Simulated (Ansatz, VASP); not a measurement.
# BaTe: VASP beside Ansatz

```
Ba Te
1.0
     0.00000    3.53239    3.53239
     3.53239    0.00000    3.53239
     3.53239    3.53239    0.00000
Ba Te
1 1
Direct
  0.00000 0.00000 0.00000
  0.50000 0.50000 0.50000
```

Alike in both runs: task single point; functional HSE06; k mesh 4 × 4 × 4; no spin polarisation.

|  | VASP | Ansatz |
| --- | --- | --- |
| version | VASP 6.6.1 | Ansatz 0.2.0 |
| potentials or method | VASP PAW PBE potentials, release 64 (Ba_sv, Te) | plane waves, PAW |
| plane-wave cutoff (eV) | 520 | 420 |
| occupations | gaussian, width 0.01 eV | fixed |
| valence electrons in the cell | 16 | 26 |

|  | VASP | Ansatz | Ansatz less VASP |
| --- | --- | --- | --- |
| gap on the k mesh at the Fermi level (eV) | 2.30 | 2.35 | +0.049 |
| pressure (GPa) | 0.0 | -0.2 | -0.20 |

VASP's potentials hold 16 valence electrons a cell and Ansatz's 26, so a difference there can come from the potentials and not from the codes. Ansatz's warnings: stress exchange threshold loose, stress scf threshold loose.

Spin-orbit coupling is off throughout.
